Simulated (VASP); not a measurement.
# Zr3Ag (P4/mmm) in VASP: notebook, part 2 of 2

VASP 6.6.1. Earlier steps stand in the parts before.

## 3. Single point, LDA (zz strain of +1 %)

The input, INCAR:

```
SYSTEM = Zr3Ag
PREC = Accurate
ENCUT = 520
EDIFF = 1E-7
ISMEAR = -1
SIGMA = 0.05
LREAL = .False.
LASPH = .True.
NELM = 80
ALGO = Normal
ISIF = 2
LWAVE = .False.
LCHARG = .False.
GGA = CA
NBANDS = 32
```

The input, KPOINTS:

```
Automatic mesh
0
Gamma
  7 7 8
  0 0 0
```

The input, POSCAR:

```
Zr3Ag
1.0
    4.5660000000      0.0000000000      0.0000000000
    0.0000000000      4.5660000000      0.0000000000
    0.0000000000      0.0000000000      4.0258600000
Zr Ag
3 1
Direct
    0.5000000000      0.5000000000      0.0000000000
    0.0000000000      0.5000000000      0.5000000000
    0.5000000000      0.0000000000      0.5000000000
    0.0000000000      0.0000000000      0.0000000000
```

Potentials or basis: VASP PAW LDA potentials, release 64 (Zr_sv, Ag).

Command:

```bash
$ cat potpaw_LDA.64/Zr_sv/POTCAR potpaw_LDA.64/Ag/POTCAR > POTCAR
$ mpirun -np 1 vasp_std > vasp.out
```

OUTCAR:

```text
SYSTEM = Zr3Ag
   PREC = Accurate
   ENCUT = 520
   EDIFF = 1E-7
   ISMEAR = -1
   LREAL = .False.
   LASPH = .True.
   NELM = 80
   ISIF = 2
   GGA = CA

 ion  position               nearest neighbor table
   1  0.500  0.500  0.000-   2 3.04   3 3.04   2 3.04   3 3.04   3 3.04   3 3.04   2 3.04   2 3.04
                             4 3.23   4 3.23   4 3.23   4 3.23
   2  0.000  0.500  0.500-   1 3.04   4 3.04   1 3.04   4 3.04   4 3.04   4 3.04   1 3.04   1 3.04
                             3 3.23   3 3.23   3 3.23   3 3.23
   3  0.500  0.000  0.500-   1 3.04   4 3.04   1 3.04   4 3.04   1 3.04   1 3.04   4 3.04   4 3.04
                             2 3.23   2 3.23   2 3.23   2 3.23
   4  0.000  0.000  0.000-   2 3.04   3 3.04   2 3.04   3 3.04   2 3.04   2 3.04   3 3.04   3 3.04
                             1 3.23   1 3.23   1 3.23   1 3.23

  LATTYP: Found a simple tetragonal cell.
 ALAT       =     4.5660000000
 C/A-ratio  =     0.8817038984

  Lattice vectors:

 A1 = (   4.5660000000,   0.0000000000,   0.0000000000)
 A2 = (   0.0000000000,   4.5660000000,   0.0000000000)
 A3 = (   0.0000000000,   0.0000000000,   4.0258600000)

Analysis of symmetry for initial positions (statically):
=====================================================================
 Subroutine PRICEL returns:
 Original cell was already a primitive cell.

 Routine SETGRP: Setting up the symmetry group for a
 simple tetragonal supercell.

 Subroutine GETGRP returns: Found 16 space group operations
 (whereof 16 operations were pure point group operations)
 out of a pool of 16 trial point group operations.

The static configuration has the point symmetry D_4h.

Analysis of symmetry for dynamics (positions and initial velocities):
=====================================================================
 Subroutine PRICEL returns:
 Original cell was already a primitive cell.

 Routine SETGRP: Setting up the symmetry group for a
 simple tetragonal supercell.
[... 126 lines left out ...]
   IALGO  =     38    algorithm
   IMIX   =      4    mixing-type and parameters
     AMIX     =   0.40;   BMIX     =  1.00
     AMIX_MAG =   1.60;   BMIX_MAG =  1.00
  volume/ion in A,a.u.               =      20.98       141.60
  Fermi-wavevector in a.u.,A,eV,Ry     =   1.349369  2.549937 24.773431  1.820796
  Thomas-Fermi vector in A             =   2.476961
   LORBIT       =      0    0 simple, 1 ext, 2 COOP (PROOUT), +10 PAW based schemes
   GGA     = CA    functional components
   LHFCALC =     F    Hartree Fock is set to
   AEXX    =    0.0000 exact exchange contribution
   IVDW    =     0    specifies the selected vdW correction
   LEPSILON=     F    determine dielectric tensor
   LRPA    =     F    only Hartree local field effects (RPA)
 non-spin polarized calculation
  energy-cutoff  :      520.00
  volume of cell :       83.93
 maximum number of plane-waves:      2281
 NGX is ok and might be reduce to    36
   NGX = 17   NGY = 17   NGZ = 15

 number of electron      46.9999994 magnetization

 Free energy of the ion-electron system (eV)
  ---------------------------------------------------
  ext. energy  EPLUGINS =         0.00000000
  ---------------------------------------------------
  free energy    TOTEN  =       -31.62779994 eV

  energy without entropy =      -31.58223683  energy(sigma->0) =      -31.60501839

 E-fermi :   8.8959     XC(G=0): -11.7120

 val. band max:        8.8949832527   @ k =   0.4286   0.1429   0.3750
 cond. band min:       8.9160270016   @ k =   0.2857   0.2857   0.1250
 fundamental gap:      0.0210437489
 Fermi energy:         8.8958818041

 k-point     1 :       0.0000    0.0000    0.0000
  band No.  band energies     occupation
      1     -39.4182      2.00000
      2     -39.2826      2.00000
      3     -39.0513      2.00000
      4     -17.9716      2.00000
      5     -17.9716      2.00000
      6     -17.8688      2.00000
[... 829 lines left out ...]
     31      12.6636      0.00000
     32      13.1015      0.00000

 [... further k-points ...]

------------------------ aborting loop because EDIFF is reached ----------------------------------------

  FORCE on cell =-STRESS in cart. coord.  units (eV):
  Direction    XX          YY          ZZ          XY          YZ          ZX
  --------------------------------------------------------------------------------------
  -------------------------------------------------------------------------------------
  Total       -3.4743378     -3.4743378     -2.0711791      0.0000000     -0.0000000      0.0000000
  in kB      -66.3211633    -66.3211633    -39.5364569      0.0000000     -0.0000000      0.0000000
  external PRESSURE =     -57.3929278 kB  Pullay stress =       0.0000000 kB

 VOLUME and BASIS-vectors are now :
 -----------------------------------------------------------------------------
  energy-cutoff  :      520.00
  volume of cell :       83.93
      direct lattice vectors                 reciprocal lattice vectors
     4.566000000  0.000000000  0.000000000     0.219010074  0.000000000  0.000000000
     0.000000000  4.566000000  0.000000000     0.000000000  0.219010074  0.000000000
     0.000000000  0.000000000  4.025860000     0.000000000  0.000000000  0.248394132

 POSITION                                       TOTAL-FORCE (eV/Angst)
 -----------------------------------------------------------------------------------
      2.28300      2.28300      0.00000         0.000000      0.000000      0.000000
      0.00000      2.28300      2.01293         0.000000      0.000000      0.000000
      2.28300      0.00000      2.01293         0.000000      0.000000      0.000000
      0.00000      0.00000      0.00000         0.000000      0.000000      0.000000
 -----------------------------------------------------------------------------------
    total drift:                                0.000000      0.000000      0.000000

  FREE ENERGIE OF THE ION-ELECTRON SYSTEM (eV)
  ---------------------------------------------------
  free  energy   TOTEN  =       -31.6277999415 eV

  energy  without entropy=      -31.5822368329  energy(sigma->0) =      -31.60501839
```

Run time: 91 s. Hardware: 1 thread of AMD EPYC 7R43 (Zen 3), shared host; peak memory 0.2 GiB.

Results:

| Property | Result |
| --- | --- |
| Free energy | -31.6278 eV |
| Pressure | -5.7 GPa |
| Band gap on the k mesh | zero (an odd number of electrons rules out a gap without spin polarisation) |

Stress tensor (GPa, compression positive):
```
-6.63  0.00  0.00
 0.00 -6.63  0.00
 0.00  0.00 -3.95
```

Caveat: the cell differs from its parent crystal (zz strain of +1 %); the cell stands under tension.

## 4. Single point, LDA (zz strain of +2 %)

The input, INCAR:

```
SYSTEM = Zr3Ag
PREC = Accurate
ENCUT = 520
EDIFF = 1E-6
ISMEAR = -1
SIGMA = 0.05
LREAL = .FALSE.
LASPH = .TRUE.
NELM = 80
ALGO = Normal
ISIF = 2
LWAVE = .FALSE.
LCHARG = .FALSE.
GGA = CA
NBANDS = 32
```

The input, KPOINTS:

```
regular mesh
0
G
  7 7 8
  0 0 0
```

Edit POSCAR of step 3 so:

```diff
@@ -4,3 +4,3 @@
     0.0000000000      4.5660000000      0.0000000000
-    0.0000000000      0.0000000000      4.0258600000
+    0.0000000000      0.0000000000      4.0657200000
 Zr Ag
```

Command:

```bash
$ cat potpaw_LDA.64/Zr_sv/POTCAR potpaw_LDA.64/Ag/POTCAR > POTCAR
$ mpirun -np 1 vasp_std > vasp.out
```

Run time: 87 s. Hardware: 1 thread of AMD EPYC 7R43 (Zen 3), shared host; peak memory 0.21 GiB.

The run converged. Its results:

| Property | Result |
| --- | --- |
| Free energy | -31.6054 eV |
| Pressure | -6.6 GPa |
| Band gap on the k mesh | zero (an odd number of electrons rules out a gap without spin polarisation) |

Stress tensor (GPa, compression positive):
```
-7.51  0.00  0.00
 0.00 -7.51  0.00
 0.00  0.00 -4.82
```

Levels at points of the mesh, in eV from the Fermi level:
```csv
k point,band 20,band 21,band 22,band 23,band 24,band 25,band 26,band 27,band 28,band 29
"(0.00, 0.00, 0.00)",-0.88,-0.88,-0.88,-0.78,-0.20,2.20,2.20,3.18,3.18,3.38
"(0.00, 0.00, 0.50)",-1.67,-0.85,-0.85,-0.83,0.85,0.91,0.91,2.25,2.27,2.27
```

Caveat: the cell differs from its parent crystal (zz strain of +2 %); the cell stands under tension.

## 5. Single point, LDA (21.19 Å³/atom)

This run uses another cell than the first one, of 21.19 Å³/atom.

The input, INCAR:

```
PREC = Accurate
ENCUT = 520
EDIFF = 1E-6
ISMEAR = -1
SIGMA = 0.05
LREAL = F
LASPH = T
NELM = 60
ALGO = Normal
ISIF = 2
LWAVE = F
LCHARG = F
GGA = CA
NBANDS = 32
```

The input, KPOINTS:

```
Automatic mesh
0
Gamma
  7 7 8
```

The input, POSCAR:

```
Zr3Ag
1.0
    4.5962392918      0.0000000000      0.0000000000
    0.0000000000      4.5962392918      0.0000000000
    0.0000000000      0.0000000000      4.0123981203
Zr Ag
3 1
Direct
    0.5000000000      0.5000000000      0.0000000000
    0.0000000000      0.5000000000      0.5000000000
    0.5000000000      0.0000000000      0.5000000000
    0.0000000000      0.0000000000      0.0000000000
```

Command:

```bash
$ cat potpaw_LDA.64/Zr_sv/POTCAR potpaw_LDA.64/Ag/POTCAR > POTCAR
$ mpirun -np 1 vasp_std > vasp.out
```

Wall time 94 s (1 thread of AMD EPYC 7R43 (Zen 3), shared host); peak memory 0.2 GiB.

Results (log left out):

```yaml
Free_energy: -31.5870 eV
Pressure: -6.6 GPa
Band_gap_on_the_k_mesh: zero (an odd number of electrons rules out a gap without spin polarisation)
```

Stress tensor (GPa, compression positive):
```
-7.46  0.00  0.00
 0.00 -7.46  0.00
 0.00  0.00 -4.98
```

Levels at points of the mesh, in eV from the Fermi level:
```csv
k point,band 21,band 22,band 23,band 24,band 25,band 26,band 27,band 28
"(0.00, 0.00, 0.00)",-0.85,-0.85,-0.84,-0.20,2.10,2.10,3.17,3.17
"(0.00, 0.00, 0.50)",-0.88,-0.88,-0.81,0.85,0.88,0.88,2.19,2.19
```

Caveat: the cell stands under tension.

## 6. Single point, LDA (22.02 Å³/atom)

This run uses another cell than the first one, of 22.02 Å³/atom.

The input, INCAR:

```
SYSTEM = Zr3Ag
PREC = Accurate ; ENCUT = 520
EDIFF = 1E-6 ; ISMEAR = -1
SIGMA = 0.05 ; LREAL = .FALSE.
LASPH = .TRUE. ; NELM = 60
ALGO = Normal ; ISIF = 2
LWAVE = .FALSE. ; LCHARG = .TRUE.
GGA = CA ; LELF = .TRUE.
LVHAR = .TRUE. ; NBANDS = 32
```

The input, KPOINTS:

```
Automatic mesh
0
G
  7 7 8
  0 0 0
```

The input, POSCAR:

```
Zr3Ag
1.0
    4.6555521472      0.0000000000      0.0000000000
    0.0000000000      4.6555521472      0.0000000000
    0.0000000000      0.0000000000      4.0641767102
Zr Ag
3 1
Direct
    0.5000000000      0.5000000000      0.0000000000
    0.0000000000      0.5000000000      0.5000000000
    0.5000000000      0.0000000000      0.5000000000
    0.0000000000      0.0000000000      0.0000000000
```

Potentials or basis: VASP PAW LDA potentials, release 64 (Zr_sv, Ag).

Command:

```bash
$ cat potpaw_LDA.64/Zr_sv/POTCAR potpaw_LDA.64/Ag/POTCAR > POTCAR
$ mpirun -np 1 vasp_std > vasp.out
```

It took 1.8 min on 1 thread of AMD EPYC 7R43 (Zen 3), shared host; peak memory 0.21 GiB.

Results (log left out):

| Item | Value |
| --- | --- |
| Free energy | -31.4181 eV |
| Pressure | -9.7 GPa |
| Band gap on the k mesh | zero (an odd number of electrons rules out a gap without spin polarisation) |

Stress tensor (GPa, compression positive):
```
-10.50   0.00   0.00
  0.00 -10.50   0.00
  0.00   0.00  -8.09
```

Levels at points of the mesh, in eV from the Fermi level:
```
           k point  band 21  band 22  band 23  band 24  band 25  band 26  band 27  band 28
(0.00, 0.00, 0.00)    -0.83    -0.80    -0.80    -0.21     1.98     1.98     3.02     3.02
(0.00, 0.00, 0.50)    -0.84    -0.84    -0.73     0.80     0.82     0.82     2.11     2.11
```

Caveat: the cell stands under tension.

## 7. Summary

| cell | gap on the mesh (eV) | pressure (GPa) |
| --- | --- | --- |
| a = 4.551, b = 4.551, c = 3.973 Å, 4 atoms | none | -3.9 |
| a = 4.566, b = 4.566, c = 4.026 Å, 4 atoms | none | -5.7 |
| a = 4.566, b = 4.566, c = 4.066 Å, 4 atoms | none | -6.6 |
| a = 4.596, b = 4.596, c = 4.012 Å, 4 atoms | none | -6.6 |
| a = 4.656, b = 4.656, c = 4.064 Å, 4 atoms | none | -9.7 |

Alike in all rows: task single point; level LDA; potentials or basis VASP PAW LDA potentials, release 64 (Zr_sv, Ag); no spin polarisation; k mesh 7 × 7 × 8; cutoff (eV) 520; smearing fermi-dirac 0.05 eV.

Caveats: the cell stands under tension.

Total energies depend on the potentials used, so only differences within one code and one set of settings carry meaning.

The gap in the log of VASP goes by the Fermi energy; the results here count the filled bands.